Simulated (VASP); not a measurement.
A run of VASP 6.6.1 is set up as follows.

Contents of INCAR:

```
SYSTEM = BiO4
  ALGO = Normal
  EDIFF = 1E-7
  ENCUT = 520
  GGA = PE
  ISIF = 2
  ISMEAR = 0
  LASPH = .True.
  LCHARG = .True.
  LELF = .True.
  LREAL = .False.
  LVHAR = .True.
  LWAVE = .False.
  NBANDS = 28
  NELM = 100
  PREC = Accurate
  SIGMA = 0.1
```

File KPOINTS:

```
k-points
0
Gamma
  6 6 2
  0 0 0
```

File POSCAR:

```
BiO4
1.0
    3.3299486622      0.0000000000      0.0000000000
   -1.6649743311      2.8838201347      0.0000000000
    0.0000000000      0.0000000000      8.7676583041
Bi O
1 4
Direct
    0.0000000000      0.0000000000      0.0000000000
    0.3333333333      0.6666666667      0.8715082932
    0.3333333333      0.6666666667      0.4813053685
    0.6666666667      0.3333333333      0.1284917068
    0.6666666667      0.3333333333      0.5186946315
```

Potentials or basis: VASP PAW PBE potentials, release 64 (Bi_d, O).

Run with:

```sh
$ cat potpaw_PBE.64/Bi_d/POTCAR potpaw_PBE.64/O/POTCAR > POTCAR
$ mpirun -np 1 vasp_std > vasp.out
```

Question: What does it give for the pressure?

Answer: 0.2 GPa.

Question: Estimate the largest force.

Answer: 0.050 eV/Å.

Forces in eV/Å, atoms in the order of the input:
```
Bi   0.000  0.000  0.000
O    0.000  0.000 -0.050
O    0.000  0.000  0.017
O    0.000  0.000  0.050
O    0.000  0.000 -0.017
```

Caveat: the k points lie up to 0.36 Å⁻¹ apart; an odd number of electrons without spin polarisation forces a metal; a magnetic or distorted state may lie lower.
